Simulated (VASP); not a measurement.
Input of a VASP 6.6.1 run:

Contents of POSCAR:

```
Cr
1.0
    4.2056408807      0.0000000000      0.0000000000
   -2.1028204403      3.6421918419      0.0000000000
    0.0000000000      0.0000000000      2.2692406738
Cr
3
Direct
    0.0000000000      1.0000000000      0.0000000000
    0.3333333333      0.6666666667      0.5000000000
    0.6666666667      0.3333333333      0.5000000000
```

The input INCAR.step1:

```
ALGO = Normal
EDIFF = 1E-4
ENCUT = 520
GGA = PE
ISMEAR = -1
LASPH = True
LCHARG = False
LREAL = False
LWAVE = True
NBANDS = 25
NELM = 60
PREC = Accurate
SIGMA = 0.1
```

The input INCAR.step2:

```
ALGO = Normal
EDIFF = 1E-7
ENCUT = 520
ISIF = 2
ISMEAR = -1
ISTART = 1
LASPH = True
LCHARG = True
LELF = True
LMIXTAU = True
LREAL = False
LVHAR = True
LWAVE = False
METAGGA = R2SCAN
NBANDS = 25
NELM = 60
PREC = Accurate
SIGMA = 0.1
```

KPOINTS

```
k-points
0
Gamma
  10 10 15
```

Potentials or basis: VASP PAW PBE potentials, release 64 (Cr_pv).

Launch:

```console
$ cat potpaw_PBE.64/Cr_pv/POTCAR > POTCAR
$ cp INCAR.step1 INCAR
$ mpirun -np 1 vasp_std > vasp.out
$ cp INCAR.step2 INCAR
$ mpirun -np 1 vasp_std > vasp.out
```

Q: Predict the pressure.

A: 1.0 GPa.

Q: Predict the band gap on the k mesh.

A: Zero (bands 18 and 19 overlap by 0.59 eV).

Stress tensor (GPa, compression positive):
```
0.49 0.00 0.00
0.00 0.49 0.00
0.00 0.00 1.93
```

Caveat: the PAW data sets were made with another functional, which shifts forces and pressure a little; the run has no spin polarisation, though such a crystal can be magnetic. Spin polarisation is off, so any magnetic state and its effect on volume and gap are missing.
